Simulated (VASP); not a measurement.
A run of VASP 6.6.1:

The input INCAR:

```
SYSTEM = Be16N
ALGO     = Normal         ! electronic algorithm
EDIFF    = 1E-7           ! SCF threshold, eV
EDIFFG   = -0.08          ! ionic threshold
ENCUT    = 520            ! plane-wave cutoff, eV
GGA      = PE             ! functional
IBRION   = 2              ! ionic algorithm
ISIF     = 2              ! what is computed and relaxed
ISMEAR   = -1             ! smearing method
IVDW     = 12             ! dispersion correction
LASPH    = .TRUE.         ! aspherical terms in the spheres
LCHARG   = .FALSE.        ! write CHGCAR
LREAL    = Auto         
LWAVE    = .FALSE.        ! write WAVECAR
NELM     = 100            ! most SCF steps
NSW      = 45             ! ionic steps
PREC     = Accurate       ! precision mode
SIGMA    = 0.15           ! smearing width, eV
```

Contents of KPOINTS:

```
k-points
0
G
  3 3 2
  0 0 0
```

Contents of POSCAR:

```
Be16N
1.0
   -2.2900000000     -3.9663960000      0.0000000000
    3.4350000000     -1.9831980000      0.0000000000
    0.0000000000      0.0000000000      7.1768600000
Be N
16 1
Direct
    0.7500000000      0.5000000000      0.0000000000
    0.5000000000      0.3333333000      0.2500000000
    0.7500000000      0.5000000000      0.5000000000
    0.5000000000      0.3333333000      0.7500000000
    0.5000000000      0.0000000000      0.0000000000
    0.2500000000      0.8333333000      0.2500000000
    0.5000000000      0.0000000000      0.5000000000
    0.2500000000      0.8333333000      0.7500000000
    0.2500000000      0.5000000000      0.0000000000
    0.0000000000      0.3333333000      0.2500000000
    0.2500000000      0.5000000000      0.5000000000
    0.0000000000      0.3333333000      0.7500000000
    0.0000000000      0.0000000000      0.0000000000
    0.7500000000      0.8333333000      0.2500000000
    0.0000000000      0.0000000000      0.5000000000
    0.7500000000      0.8333333000      0.7500000000
    0.2547132000      0.1934462000      0.6222317000
```

Potentials or basis: VASP PAW PBE potentials, release 64 (Be, N).

Command:

```sh
$ cat potpaw_PBE.64/Be/POTCAR potpaw_PBE.64/N/POTCAR > POTCAR
$ mpirun -np 1 vasp_std > vasp.out
```

Hardware: 1 thread of AMD EPYC 9R45 96-Core Processor (Zen 5) (shared host).

**Question.** Estimate the wall time of this run.

**Answer.** Wall time 5 min on 1 thread of AMD EPYC 9R45 96-Core Processor (Zen 5), with other jobs on the host, peak memory 0.24 GiB. Counts: scf iterations 97, k points 10, ion steps 10.
